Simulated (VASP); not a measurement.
Set up this calculation in VASP 6.6.1, as the native input.

* Task: single point
* Functional: PBE
* Potentials or basis: VASP PAW PBE potentials, release 64 (Ge_d, W_sv)
* Cutoff: 520 eV
* k mesh: 9 × 9 × 9
* Occupations: gaussian, width 0.013 eV
* Spin: no spin polarisation
* Dipole correction: no
* Further INCAR settings: ALGO = Normal; EDIFF = 1e-07; NBANDS = 21

The structure of GeW lies in POSCAR:

```
GeW
1.0
    0.0000000000      2.5776100000      2.5776100000
    2.5776100000      0.0000000000      2.5776100000
    2.5776100000      2.5776100000      0.0000000000
Ge W
1 1
Direct
    0.5000000000      0.5000000000      0.5000000000
    0.0000000000      0.0000000000      0.0000000000
```

The input as run:

INCAR

```
PREC     = Accurate       # precision mode
ENCUT    = 520            # plane-wave cutoff, eV
EDIFF    = 1E-7           # SCF threshold, eV
ISMEAR   = 0              # smearing method
SIGMA    = 0.013000000000000001 # smearing width, eV
LREAL    = False          # projectors in reciprocal space
LASPH    = True           # aspherical terms in the spheres
NELM     = 80             # most SCF steps
ALGO     = Normal         # electronic algorithm
ISIF     = 2              # what is computed and relaxed
LWAVE    = False          # write WAVECAR
LCHARG   = False          # write CHGCAR
GGA      = PE             # functional
NBANDS   = 21             # bands
```

KPOINTS

```
Automatic mesh
0
Gamma
  9 9 9
```

Potentials or basis: VASP PAW PBE potentials, release 64 (Ge_d, W_sv).

The run is started by

```console
$ cat potpaw_PBE.64/Ge_d/POTCAR potpaw_PBE.64/W_sv/POTCAR > POTCAR
$ mpirun -np 1 vasp_std > vasp.out
```

Results of the run:

```yaml
Pressure: 0.4 GPa
Band_gap_on_the_k_mesh: zero (band 14 reaches 9.59 eV, above the bottom of band 15 at 7.88 eV)
```

Caveat: spin-orbit coupling is left out, which moves the levels of the heavy elements.

Run time: 17 s on 1 thread of Intel Xeon 6975P-C, on a shared host, peak memory 0.17 GiB.
